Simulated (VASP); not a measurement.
# CuO (P1) in VASP: a series of runs

The runs below take CuO through single point, with PBEsol.

All numbers are computed with VASP 6.6.1; they aren't measurements. Logs are shortened: lines on timing, memory, paths and dates and some standing lists are left out, and cuts for length are marked.

## Step 1: The cell of the first run

The typed cell holds 4 atoms: a = 2.903 Å, b = 2.845 Å, c = 5.273 Å, α = 89.71°, β = 91.14°, γ = 88.70°.

## Step 2: Single point, PBEsol

Contents of INCAR:

```
SYSTEM = CuO
PREC = Accurate ; ENCUT = 820
EDIFF = 1E-6 ; ISMEAR = 0
SIGMA = 0.1 ; LREAL = .False.
LASPH = .True. ; NELM = 120
ALGO = Normal ; ISIF = 2
LWAVE = .False. ; LCHARG = .False.
GGA = PS ; NBANDS = 33
GGA_COMPAT = .False.
```

Contents of KPOINTS:

```
regular mesh
0
Gamma
  1 1 1
  0 0 0
```

Contents of POSCAR:

```
CuO
1.0
    2.9027900792      0.0128346910     -0.0340833917
    0.0522224784      2.8448878033      0.0026072298
   -0.0435563076      0.0226345624      5.2731527454
Cu O
2 2
Direct
    0.5106995731      0.0053434258      0.4983983317
    0.0537874343      0.4780918003     -0.0097061318
   -0.0431909901      0.9791177467      0.2496237619
    1.0253855975      0.0012663399      0.7685903712
```

Potentials or basis: VASP PAW PBE potentials, release 64 (Cu_sv_GW, O).

On the command line:

```bash
$ cat potpaw_PBE.64/Cu_sv_GW/POTCAR potpaw_PBE.64/O/POTCAR > POTCAR
$ mpirun -np 1 vasp_gam > vasp.out
```

OUTCAR:

```text
SYSTEM = CuO
   PREC = Accurate
   ENCUT = 820
   EDIFF = 1E-6
   ISMEAR = 0
   LREAL = .False.
   LASPH = .True.
   NELM = 120
   ISIF = 2
   GGA = PS

 ion  position               nearest neighbor table
   1  0.511  0.005  0.498-   3 1.86   4 2.02   4 2.04   3 2.06
   2  0.054  0.478  0.990-   4 1.80   4 1.89   3 1.99   3 2.00
   3  0.957  0.979  0.250-   1 1.86   2 1.99   2 2.00   1 2.06
   4  0.025  0.001  0.769-   2 1.80   2 1.89   1 2.02   1 2.04

  LATTYP: Found a triclinic cell.
 ALAT       =     9.6915389389
 B/A-ratio  =     0.6611281675
 C/A-ratio  =     1.2728829731
 COS(alpha) =     0.0018772223
 COS(beta)  =     0.6034234964
 COS(gamma) =     0.7965242206

  Lattice vectors:

 A1 = (   5.7446915092,  -5.6867407870,  -5.3465339884)
 A2 = (   5.7533576800,  -2.8192184213,  -0.0707740132)
 A3 = (  -2.9201224208,  -5.7478794224, -10.5174365587)

Analysis of symmetry for initial positions (statically):
=====================================================================
 Subroutine PRICEL returns:
 Original cell was already a primitive cell.

 Routine SETGRP: Setting up the symmetry group for a
 triclinic supercell.

 Subroutine GETGRP returns: Found  1 space group operations
 (whereof  1 operations were pure point group operations)
 out of a pool of  2 trial point group operations.

The static configuration has the point symmetry C_1 .

Analysis of symmetry for dynamics (positions and initial velocities):
=====================================================================
 Subroutine PRICEL returns:
 Original cell was already a primitive cell.

 Routine SETGRP: Setting up the symmetry group for a
 triclinic supercell.

 Subroutine GETGRP returns: Found  1 space group operations
 (whereof  1 operations were pure point group operations)
 out of a pool of  2 trial point group operations.

The dynamic configuration has the point symmetry C_1 .

 Subroutine INISYM returns: Found  1 space group operations
 (whereof  1 operations are pure point group operations),
 and found     1 'primitive' translations

----------------------------------------------------------------------------------------

                                     Primitive cell

  volume of cell :      43.5383

  direct lattice vectors                    reciprocal lattice vectors
     2.902790079  0.012834691 -0.034083392     0.344557861 -0.006327545  0.002873213
     0.052222478  2.844887803  0.002607230    -0.001572196  0.351537966 -0.001521933
    -0.043556308  0.022634562  5.273152745     0.002227851 -0.000214711  0.189659193

  length of vectors
     2.903018541  2.845368271  5.273381207     0.344627934  0.351544776  0.189672399

  position of ions in fractional coordinates (direct lattice)
     0.510699573  0.005343426  0.498398332
     0.053787434  0.478091800  0.990293868
     0.956809010  0.979117747  0.249623762
     0.025385597  0.001266340  0.768590371

  ion indices of the primitive-cell ions
   primitive index   ion index
                 1           1
                 2           2
                 3           3
                 4           4

----------------------------------------------------------------------------------------

 KPOINTS: regular mesh

Automatic generation of k-mesh.
 Grid dimensions read from file:
 generate k-points for:    1    1    1

 Generating k-lattice:

  Cartesian coordinates                     Fractional coordinates (reciprocal lattice)
     0.344557861 -0.006327545  0.002873213     1.000000000  0.000000000 -0.000000000
    -0.001572196  0.351537966 -0.001521933     0.000000000  1.000000000 -0.000000000
     0.002227851 -0.000214711  0.189659193    -0.000000000  0.000000000  1.000000000

  Length of vectors
     0.344627934  0.351544776  0.189672399

  Shift w.r.t. Gamma in fractional coordinates (k-lattice)
     0.000000000  0.000000000  0.000000000

 Subroutine IBZKPT returns following result:
 ===========================================

 Found      1 irreducible k-points:

 Following reciprocal coordinates:
            Coordinates               Weight
  0.000000  0.000000  0.000000      1.000000
   k-points           NKPTS =      1   k-points in BZ     NKDIM =      1   number of bands    NBANDS=     33
   number of dos      NEDOS =    301   number of ions     NIONS =      4
   total plane-waves  NPLWV =  39200
   dimension x,y,z NGX =    28 NGY =   28 NGZ =   50
   dimension x,y,z NGXF=    56 NGYF=   56 NGZF=  100
   ions per type =               2   2
   NGX,Y,Z   is equivalent  to a cutoff of  16.03, 16.36, 15.76 a.u.
   NGXF,Y,Z  is equivalent  to a cutoff of  32.07, 32.72, 31.53 a.u.
 SYSTEM =  CuO
   PREC   = accura    normal or accurate (medium, high low for compatibility)
   ISTART =      0    job   : 0-new  1-cont  2-samecut
   ICHARG =      2    charge: 1-file 2-atom 10-const
   ISPIN  =      1    spin polarized calculation?
   LNONCOLLINEAR =      F non collinear calculations
   LSORBIT =      F    spin-orbit coupling
   LASPH  =      T    aspherical Exc in radial PAW
   ENCUT  =  820.0 eV  60.27 Ry    7.76 a.u.   6.78  6.64 12.31*2*pi/ulx,y,z
   NELM   =    120;   NELMIN=  2; NELMDL= -5     # of ELM steps
   EDIFF  = 0.1E-05   stopping-criterion for ELM
   LREAL  =      F    real-space projection
   EDIFFG = 0.1E-04   stopping-criterion for IOM
   NSW    =      0    number of steps for IOM
   IBRION =     -1    ionic relax: 0-MD 1-quasi-New 2-CG
   NFREE  =      0    steps in history (QN), initial steepest desc. (CG)
   ISIF   =      2    stress and relaxation
   ISYM   =      2    0-nonsym 1-usesym 2-fastsym
   POTIM  = 0.5000    time-step for ionic-motion
   TEBEG  =    0.0;   TEEND  =   0.0 temperature during run
   PSTRESS=    0.0 pullay stress
   NELECT =      50.0000    total number of electrons
   NUPDOWN=      -1.0000    fix difference up-down
   EMIN   =  10.00;   EMAX   =-10.00  energy-range for DOS
   EFERMI =   0.00;   METHOD = LEGACY
   ISMEAR =     0;   SIGMA  =   0.10  broadening in eV -4-tet -1-fermi 0-gaus
   EFERMI_NEDOS =   21; number of points for ismear=-14 and -15
   IALGO  =     38    algorithm
   IMIX   =      4    mixing-type and parameters
     AMIX     =   0.40;   BMIX     =  1.00
     AMIX_MAG =   1.60;   BMIX_MAG =  1.00
  volume/ion in A,a.u.               =      10.88        73.45
  Fermi-wavevector in a.u.,A,eV,Ry     =   1.714382  3.239712 39.988965  2.939106
  Thomas-Fermi vector in A             =   2.791950
   LORBIT       =      0    0 simple, 1 ext, 2 COOP (PROOUT), +10 PAW based schemes
   GGA     = PS    functional components
   LHFCALC =     F    Hartree Fock is set to
   AEXX    =    0.0000 exact exchange contribution
   IVDW    =     0    specifies the selected vdW correction
   LEPSILON=     F    determine dielectric tensor
   LRPA    =     F    only Hartree local field effects (RPA)
 non-spin polarized calculation
 Gauss-broadening in eV      SIGMA  =   0.10
  energy-cutoff  :      820.00
  volume of cell :       43.54
 maximum number of plane-waves:      1165
 NGX is ok and might be reduce to    28
   NGX = 13   NGY = 13   NGZ = 25

 number of electron      49.9999993 magnetization

 Free energy of the ion-electron system (eV)
  ---------------------------------------------------
  ext. energy  EPLUGINS =         0.00000000
  ---------------------------------------------------
  free energy    TOTEN  =       -17.85298390 eV

  energy without entropy =      -17.75054542  energy(sigma->0) =      -17.80176466

 E-fermi :   5.8014     XC(G=0): -11.9228

 val. band max:        5.7703006754   @ k =   0.0000   0.0000   0.0000
 cond. band min:       5.8324907269   @ k =   0.0000   0.0000   0.0000
 fundamental gap:      0.0621900515
 Fermi energy:         5.8013957012

 k-point     1 :       0.0000    0.0000    0.0000
  band No.  band energies     occupation
      1    -108.3424      2.00000
      2    -107.4913      2.00000
      3     -65.9646      2.00000
      4     -65.8756      2.00000
      5     -65.6911      2.00000
      6     -65.1372      2.00000
      7     -65.0893      2.00000
      8     -64.7879      2.00000
      9     -14.3305      2.00000
     10     -12.9386      2.00000
     11      -3.0519      2.00000
     12      -0.8461      2.00000
     13       0.0540      2.00000
     14       0.6211      2.00000
     15       1.0686      2.00000
     16       1.4201      2.00000
     17       1.7031      2.00000
     18       1.7676      2.00000
     19       2.2119      2.00000
     20       2.5595      2.00000
     21       2.6752      2.00000
     22       2.7076      2.00000
     23       2.8655      2.00000
     24       3.1382      2.00000
     25       5.7703      1.33988
     26       5.8325      0.66012
     27       6.3070      0.00000
     28      11.2284      0.00000
     29      12.2146      0.00000
     30      18.4227      0.00000
     31      19.5577      0.00000
     32      19.6604      0.00000
     33      20.4688      0.00000

------------------------ aborting loop because EDIFF is reached ----------------------------------------

  FORCE on cell =-STRESS in cart. coord.  units (eV):
  Direction    XX          YY          ZZ          XY          YZ          ZX
  --------------------------------------------------------------------------------------
  -------------------------------------------------------------------------------------
  Total       -2.1737384     -4.1817166      3.0068990      0.0053238     -0.1279536      2.7583843
  in kB      -79.9919397   -153.8840297    110.6516269      0.1959132     -4.7085980    101.5064702
  external PRESSURE =     -41.0747808 kB  Pullay stress =       0.0000000 kB

 VOLUME and BASIS-vectors are now :
 -----------------------------------------------------------------------------
  energy-cutoff  :      820.00
  volume of cell :       43.54
      direct lattice vectors                 reciprocal lattice vectors
     2.902790079  0.012834691 -0.034083392     0.344557861 -0.006327545  0.002873213
     0.052222478  2.844887803  0.002607230    -0.001572196  0.351537966 -0.001521933
    -0.043556308  0.022634562  5.273152745     0.002227851 -0.000214711  0.189659193

 POSITION                                       TOTAL-FORCE (eV/Angst)
 -----------------------------------------------------------------------------------
      1.46102      0.03304      2.61074        -0.609099     -0.383326      0.750735
      0.13797      1.38322      5.22138        -1.839025      0.847024      2.346182
      2.81767      2.80341      1.28625         0.784649     -0.075568     -1.323351
      0.04028      0.02133      4.05203         1.663474     -0.388131     -1.773566
 -----------------------------------------------------------------------------------
    total drift:                               -0.000349     -0.000664     -0.000037

  FREE ENERGIE OF THE ION-ELECTRON SYSTEM (eV)
  ---------------------------------------------------
  free  energy   TOTEN  =       -17.8529838973 eV

  energy  without entropy=      -17.7505454237  energy(sigma->0) =      -17.80176466
```

It took 22 s on 1 thread of AMD EPYC 7R13 (Zen 3), shared host; peak memory 0.15 GiB.

Results:

- Free energy: -17.8530 eV
- Pressure: -4.1 GPa
- Largest force: 3.099 eV/Å

Forces in eV/Å, atoms in the order of the input:
```
Cu  -0.609 -0.383  0.751
Cu  -1.839  0.847  2.346
O    0.785 -0.076 -1.323
O    1.663 -0.388 -1.774
```

Caveat: the k points lie up to 2.21 Å⁻¹ apart, too coarse for converged energies, forces and pressures; the PAW data sets were made with another functional, which shifts forces and pressure a little.

(Part 1 of 2 ends here.)
